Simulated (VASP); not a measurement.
Input of a VASP 6.6.1 run:

File INCAR:

```
PREC = Accurate
ENCUT = 600
EDIFF = 1E-6
ISMEAR = 0
SIGMA = 0.1
LREAL = F
LASPH = T
NELM = 80
ALGO = Normal
ISIF = 3
LWAVE = F
LCHARG = F
GGA = PE
IBRION = 2
NSW = 90
EDIFFG = -0.04
```

File KPOINTS:

```
regular mesh
0
Gamma
  6 6 6
```

The input POSCAR:

```
KSi2
1.0
    0.0000000000      3.1916598912      3.1916598912
    3.1916598912      0.0000000000      3.1916598912
    3.1916598912      3.1916598912      0.0000000000
K Si
1 2
Direct
    0.0000000000      0.0000000000      0.0000000000
    0.2500000000      0.2500000000      0.2500000000
    0.7500000000      0.7500000000      0.7500000000
```

Potentials or basis: VASP PAW PBE potentials, release 64 (K_sv, Si).

The run is started by

```sh
$ cat potpaw_PBE.64/K_sv/POTCAR potpaw_PBE.64/Si/POTCAR > POTCAR
$ mpirun -np 1 vasp_std > vasp.out
```

Task: Predict the relaxed cell.

Result: a = 4.939 Å, b = 4.939 Å, c = 4.939 Å, α = 60.00°, β = 60.00°, γ = 60.00°.

Task: What does it give for the relaxed volume?

Result: 28.40 Å³/atom.

Task: Predict the space group after relaxing (to 0.1 Å).

Result: Fm-3m (No. 225).

Task: Predict the band gap on the k mesh.

Result: Zero (an odd number of electrons rules out a gap without spin polarisation).

The path:
| step | energy change (eV) | largest force (eV/Å) | pressure (GPa) | volume (Å³) |
| --- | --- | --- | --- | --- |
| 1 | 0.0000 | 0.0000 | 9.90 | 65.02 |
| 2 | -0.4598 | 0.0000 | 2.06 | 78.46 |
| 3 | -0.4929 | 0.0000 | -0.64 | 87.62 |
| 4 | -0.4985 | 0.0000 | -0.07 | 85.19 |

Caveat: the volume moved by over 15 % at a fixed basis, so the end points are rough; an odd number of electrons without spin polarisation forces a metal; a magnetic or distorted state may lie lower.
